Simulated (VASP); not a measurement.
# Cs3La (P4/mmm) in VASP: density of states with PBE

Aim: the density of states of Cs3La with PBE.

Everything below comes from runs of VASP 6.6.1. Logs are shortened: lines on timing, memory, paths and dates and some standing lists are left out, and cuts for length are marked.

### Step 1. The cell of the first run

The structure is tetragonal, space group P4/mmm (No. 123). Conventional cell: a = 4.407 Å, b = 4.407 Å, c = 16.073 Å, α = 90.00°, β = 90.00°, γ = 90.00°. Cs (site symmetry 4mm) has 8 Cs at 4.41 to 5.58 Å and 4 La at 4.62 Å within 5.8 Å. Cs (site symmetry 4/mmm) has 12 Cs at 4.41 to 5.58 Å within 5.8 Å. La (site symmetry 4/mmm) has 4 La at 4.41 Å and 8 Cs at 4.62 Å within 5.8 Å.

### Step 2. Density of states, PBE

POSCAR reads:

```
Cs3La
1.0
    4.4068132572      0.0000000000      0.0000000000
    0.0000000000      4.4068132572      0.0000000000
    0.0000000000      0.0000000000     16.0726764535
Cs La
3 1
Direct
    0.5000000000      0.5000000000      0.2123080761
    0.5000000000      0.5000000000      0.7876919239
    0.0000000000      0.0000000000      0.5000000000
    0.0000000000      0.0000000000      0.0000000000
```

INCAR.step1 reads:

```
SYSTEM = Cs3La
PREC     = Accurate       ! precision mode
ENCUT    = 520            ! plane-wave cutoff, eV
EDIFF    = 1E-6           ! SCF threshold, eV
ISMEAR   = 0              ! smearing method
SIGMA    = 0.1            ! smearing width, eV
LREAL    = .False.        ! projectors in reciprocal space
LASPH    = .True.         ! aspherical terms in the spheres
NELM     = 100            ! most SCF steps
ALGO     = Normal         ! electronic algorithm
ISIF     = 2              ! what is computed and relaxed
LWAVE    = .False.        ! write WAVECAR
LCHARG   = .True.         ! write CHGCAR
LMAXMIX  = 6              ! l up to which the mixer works
GGA      = PE             ! functional
NBANDS   = 27             ! bands
```

KPOINTS.step1 reads:

```
regular mesh
0
Gamma
  10 10 4
  0 0 0
```

INCAR.step2 reads:

```
SYSTEM = Cs3La
PREC     = Accurate       ! precision mode
ENCUT    = 520            ! plane-wave cutoff, eV
EDIFF    = 1E-6           ! SCF threshold, eV
ISMEAR   = -5             ! smearing method
SIGMA    = 0.1            ! smearing width, eV
LREAL    = .False.        ! projectors in reciprocal space
LASPH    = .True.         ! aspherical terms in the spheres
NELM     = 100            ! most SCF steps
ALGO     = Normal         ! electronic algorithm
ISIF     = 2              ! what is computed and relaxed
LWAVE    = .False.        ! write WAVECAR
LCHARG   = .False.        ! write CHGCAR
LMAXMIX  = 6              ! l up to which the mixer works
GGA      = PE             ! functional
LORBIT   = 10             ! projections on sites
NBANDS   = 27             ! bands
NEDOS    = 2001           ! points of the DOS
ICHARG   = 11             ! starting density
```

KPOINTS.step2 reads:

```
regular mesh
0
Gamma
  15 15 6
  0 0 0
```

Potentials or basis: VASP PAW PBE potentials, release 64 (Cs_sv, La).

Command:

```bash
cat potpaw_PBE.64/Cs_sv/POTCAR potpaw_PBE.64/La/POTCAR > POTCAR
cp INCAR.step1 INCAR
cp KPOINTS.step1 KPOINTS
mpirun -np 1 vasp_std > vasp.out
cp INCAR.step2 INCAR
cp KPOINTS.step2 KPOINTS
mpirun -np 1 vasp_std > vasp.out
```

OUTCAR:

```text
SYSTEM = Cs3La
   PREC = Accurate
   ENCUT = 520
   EDIFF = 1E-6
   ISMEAR = -5
   LREAL = .False.
   LASPH = .True.
   NELM = 100
   ISIF = 2
   GGA = PE
   LORBIT = 10
   ICHARG = 11

 ion  position               nearest neighbor table
   1  0.500  0.500  0.212-
   2  0.500  0.500  0.788-
   3  0.000  0.000  0.500-
   4  0.000  0.000  0.000-

  LATTYP: Found a simple tetragonal cell.
 ALAT       =     4.4068132572
 C/A-ratio  =     3.6472333896

  Lattice vectors:

 A1 = (   4.4068132572,   0.0000000000,   0.0000000000)
 A2 = (   0.0000000000,   4.4068132572,   0.0000000000)
 A3 = (   0.0000000000,   0.0000000000,  16.0726764535)

Analysis of symmetry for initial positions (statically):
=====================================================================
 Subroutine PRICEL returns:
 Original cell was already a primitive cell.

 Routine SETGRP: Setting up the symmetry group for a
 simple tetragonal supercell.

 Subroutine GETGRP returns: Found 16 space group operations
 (whereof 16 operations were pure point group operations)
 out of a pool of 16 trial point group operations.

The static configuration has the point symmetry D_4h.

Analysis of symmetry for dynamics (positions and initial velocities):
=====================================================================
 Subroutine PRICEL returns:
 Original cell was already a primitive cell.

 Routine SETGRP: Setting up the symmetry group for a
 simple tetragonal supercell.

 Subroutine GETGRP returns: Found 16 space group operations
 (whereof 16 operations were pure point group operations)
 out of a pool of 16 trial point group operations.

The dynamic configuration has the point symmetry D_4h.

 Subroutine INISYM returns: Found 16 space group operations
 (whereof 16 operations are pure point group operations),
 and found     1 'primitive' translations

----------------------------------------------------------------------------------------

                                     Primitive cell

  volume of cell :     312.1314

  direct lattice vectors                    reciprocal lattice vectors
[... 98 lines left out ...]
   NFREE  =      0    steps in history (QN), initial steepest desc. (CG)
   ISIF   =      2    stress and relaxation
   ISYM   =      2    0-nonsym 1-usesym 2-fastsym
   POTIM  = 0.5000    time-step for ionic-motion
   TEBEG  =    0.0;   TEEND  =   0.0 temperature during run
   PSTRESS=    0.0 pullay stress
   NELECT =      38.0000    total number of electrons
   NUPDOWN=      -1.0000    fix difference up-down
   EMIN   =  10.00;   EMAX   =-10.00  energy-range for DOS
   EFERMI =   0.00;   METHOD = LEGACY
   ISMEAR =    -5;   SIGMA  =   0.10  broadening in eV -4-tet -1-fermi 0-gaus
   EFERMI_NEDOS =   21; number of points for ismear=-14 and -15
   IALGO  =     38    algorithm
   IMIX   =      4    mixing-type and parameters
     AMIX     =   0.40;   BMIX     =  1.00
     AMIX_MAG =   1.60;   BMIX_MAG =  1.00
  volume/ion in A,a.u.               =      78.03       526.59
  Fermi-wavevector in a.u.,A,eV,Ry     =   0.811379  1.533283  8.957194  0.658335
  Thomas-Fermi vector in A             =   1.920727
   LORBIT       =     10    0 simple, 1 ext, 2 COOP (PROOUT), +10 PAW based schemes
   GGA     = PE    functional components
   LHFCALC =     F    Hartree Fock is set to
   AEXX    =    0.0000 exact exchange contribution
   IVDW    =     0    specifies the selected vdW correction
   LEPSILON=     F    determine dielectric tensor
   LRPA    =     F    only Hartree local field effects (RPA)
 non-spin polarized calculation
 Fermi weights with tetrahedron method with Bloechl corrections
  energy-cutoff  :      520.00
  volume of cell :      312.13
 maximum number of plane-waves:      8443
 NGX is ok and might be reduce to    36

 number of electron      38.0000000 magnetization

 Free energy of the ion-electron system (eV)
  ---------------------------------------------------
  ext. energy  EPLUGINS =         0.00000000
  ---------------------------------------------------
  free energy    TOTEN  =        -5.63531491 eV

  energy without entropy =       -5.63531491  energy(sigma->0) =       -5.63531491

 E-fermi :   1.7955     XC(G=0):  -6.5480

 val. band max:        1.7991210658   @ k =   0.2667   0.2000   0.3333
 cond. band min:       1.7933789983   @ k =   0.3333   0.0667   0.5000
 fundamental gap:     -0.0057420675
 Fermi energy:         1.7954975414

 k-point     1 :       0.0000    0.0000    0.0000
  band No.  band energies     occupation
      1     -32.3409      2.00000
      2     -22.1976      2.00000
      3     -21.5115      2.00000
      4     -21.5113      2.00000
      5     -16.0143      2.00000
      6     -15.8335      2.00000
[... 709 lines left out ...]
     26       2.3300      0.00000
     27       2.3542      0.00000

 [... further k-points ...]

------------------------ aborting loop because EDIFF is reached ----------------------------------------

  FORCE on cell =-STRESS in cart. coord.  units (eV):
  Direction    XX          YY          ZZ          XY          YZ          ZX
  --------------------------------------------------------------------------------------
  -------------------------------------------------------------------------------------
  Total       -0.1555445     -0.1555445     -0.0582922      0.0000000      0.0000000      0.0000000
  in kB       -0.7984134     -0.7984134     -0.2992149      0.0000000      0.0000000      0.0000000
  external PRESSURE =      -0.6320139 kB  Pullay stress =       0.0000000 kB

 VOLUME and BASIS-vectors are now :
 -----------------------------------------------------------------------------
  energy-cutoff  :      520.00
  volume of cell :      312.13
      direct lattice vectors                 reciprocal lattice vectors
     4.406813257  0.000000000  0.000000000     0.226921347  0.000000000  0.000000000
     0.000000000  4.406813257  0.000000000     0.000000000  0.226921347  0.000000000
     0.000000000  0.000000000 16.072676454     0.000000000  0.000000000  0.062217391

 POSITION                                       TOTAL-FORCE (eV/Angst)
 -----------------------------------------------------------------------------------
      2.20341      2.20341      3.41236         0.000000     -0.000000      0.008729
      2.20341      2.20341     12.66032        -0.000000      0.000000     -0.008729
      0.00000      0.00000      8.03634        -0.000000      0.000000      0.000000
      0.00000      0.00000      0.00000        -0.000000      0.000000      0.000000
 -----------------------------------------------------------------------------------
    total drift:                                0.000000      0.000000      0.000000

  FREE ENERGIE OF THE ION-ELECTRON SYSTEM (eV)
  ---------------------------------------------------
  free  energy   TOTEN  =        -5.6353149072 eV

  energy  without entropy=       -5.6353149072  energy(sigma->0) =       -5.63531491

 total charge

# of ion       s       p       d       f       tot
--------------------------------------------------
    1        1.860   4.658   0.034   0.000   6.552
    2        1.860   4.658   0.034   0.000   6.552
    3        1.861   4.672   0.017   0.000   6.549
    4        2.064   5.588   0.664   0.050   8.366
--------------------------------------------------
tot          7.644  19.576   0.749   0.050  28.019
```

It took 52 min on 1 thread of Intel Xeon Platinum 8259CL at 2.50GHz (Skylake/Cascade Lake), shared host; peak memory 1.3 GiB.

Results:

```
Valence electrons inside the program's atomic spheres : Cs 6.55; La 8.37
```

Caveat: spin-orbit coupling is left out, which moves the levels of the heavy elements; tetrahedron occupations give inexact forces and stress in metals.
